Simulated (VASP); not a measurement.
Here is a VASP 6.6.1 calculation.

INCAR

```
SYSTEM = TaN
PREC = Accurate
ENCUT = 600
EDIFF = 1E-6
ISMEAR = -1
SIGMA = 0.02
LREAL = .False.
LASPH = .True.
NELM = 120
ALGO = Normal
ISIF = 2
LWAVE = .False.
LCHARG = .False.
GGA = PS
NBANDS = 15
GGA_COMPAT = .False.
```

The input KPOINTS:

```
regular mesh
0
Gamma
  9 9 9
  0 0 0
```

The input POSCAR:

```
TaN
1.0
    0.0000000000      2.1790000000      2.1572100000
    2.1790000000      0.0000000000      2.1572100000
    2.1790000000      2.1790000000      0.0000000000
Ta N
1 1
Direct
    0.5000000000      0.5000000000      0.5000000000
    0.0000000000      0.0000000000      0.0000000000
```

Potentials or basis: VASP PAW PBE potentials, release 64 (Ta_pv, N).

Command:

```bash
$ cat potpaw_PBE.64/Ta_pv/POTCAR potpaw_PBE.64/N/POTCAR > POTCAR
$ mpirun -np 1 vasp_std > vasp.out
```

Task: What does it give for the pressure?

Result: 9.3 GPa.

Task: What does it give for the band gap on the k mesh?

Result: Zero (band 8 reaches 11.44 eV, above the bottom of band 9 at 7.53 eV).

Stress tensor (GPa, compression positive):
```
 6.54  0.00  0.00
 0.00  6.54  0.00
 0.00  0.00 14.90
```

Caveat: the cell differs from its parent crystal (zz strain of -1 %); the PAW data sets were made with another functional, which shifts forces and pressure a little; spin-orbit coupling is left out, which moves the levels of the heavy elements.
